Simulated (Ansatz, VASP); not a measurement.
# AlNi in VASP and in Ansatz

INCAR

```
  ALGO = Normal
  EDIFF = 1E-6
  ENCUT = 520
  GGA = PE
  ISIF = 2
  ISMEAR = 0
  LASPH = True
  LCHARG = False
  LREAL = False
  LWAVE = False
  NBANDS = 14
  NELM = 80
  PREC = Accurate
  SIGMA = 0.15
```

The input KPOINTS:

```
k-points
0
Gamma
  16 16 16
```

File POSCAR:

```
AlNi
1.0
    2.8444152934      0.0000000000      0.0000000000
    0.0000000000      2.8444152934      0.0000000000
    0.0000000000      0.0000000000      2.8444152934
Al Ni
1 1
Direct
    0.0000000000      0.0000000000      0.0000000000
    0.5000000000      0.5000000000      0.5000000000
```

Input for Ansatz:

```yaml
crystal:
  lattice:
    - [2.8444152934, 0.0, 0.0]
    - [0.0, 2.8444152934, 0.0]
    - [0.0, 0.0, 2.8444152934]
  atoms:
    - { symbol: Al, position: [0.0, 0.0, 0.0] }
    - { symbol: Ni, position: [0.5, 0.5, 0.5] }
basis:
  ecutwfc: 520.0
kpoints:
  mp_grid: { grid: [16, 16, 16] }
hamiltonian:
  xc: pbe
  pseudopotentials: { kind: paw, azcp: { folder: soft_1 } }
scf:
  occupations: { method: gaussian, width: 0.15 }
output:
  forces: true
  stress: true
  eigenvalues: true
```

Change from the starting cell: mode 6 frozen in at +0.000 Å, equal normal strain along x, y and z -0.0167.

Alike in both runs: task single point; functional PBE; k mesh 16 × 16 × 16; occupations gaussian, width 0.15 eV; no spin polarisation.

```csv
,VASP,Ansatz
version,VASP 6.6.1,Ansatz 0.2.0
potentials or method,"VASP PAW PBE potentials, release 64 (Al, Ni), cutoff 520 eV","scalar-relativistic, plane waves, PAW"
valence electrons in the cell,13,21
```

```tsv
	VASP	Ansatz	Ansatz less VASP
gap on the k mesh at the Fermi level (eV)	none	none	-
pressure (GPa)	9.1	9.0	-0.09
```

A gap of «none» marks a metal or a gap that the smearing closes. VASP's potentials hold 13 valence electrons a cell and Ansatz's 21, so a difference there can come from the potentials and not from the codes.
